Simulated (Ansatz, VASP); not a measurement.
# Two plane-wave programs on ZnF2

```
Zn F
1.0
     4.70480    0.00000    0.00000
     0.00000    4.70480    0.00000
     0.00000    0.00000    3.13380
Zn F
2 4
Direct
  0.00000 0.00000 0.00000
  0.50000 0.50000 0.50000
  0.30240 0.30240 0.00000
  0.19760 0.80240 0.50000
  0.69760 0.69760 0.00000
  0.80240 0.19760 0.50000
```

Alike in both runs: task single point; functional PBE; k mesh 4 × 4 × 6; no spin polarisation.

|  | VASP | Ansatz |
| --- | --- | --- |
| version | VASP 6.6.1 | Ansatz 0.2.0 |
| potentials or method | VASP PAW PBE potentials, release 64 (Zn, F) | plane waves, PAW |
| plane-wave cutoff (eV) | 600 | 420 |
| occupations | gaussian, width 0.01 eV | fixed |
| valence electrons in the cell | 52 | 52 |

|  | VASP | Ansatz | Ansatz less VASP |
| --- | --- | --- | --- |
| pressure (GPa) | 6.5 | 5.9 | -0.62 |
| traceless stress, the component that is largest in VASP (GPa) | 0.52 | 0.36 | -0.162 |
| rms of the force components (eV/Å) | 0.006 | 0.009 | +0.0031 |

Atom by atom the forces differ by 0.003 eV/Å (rms over components).
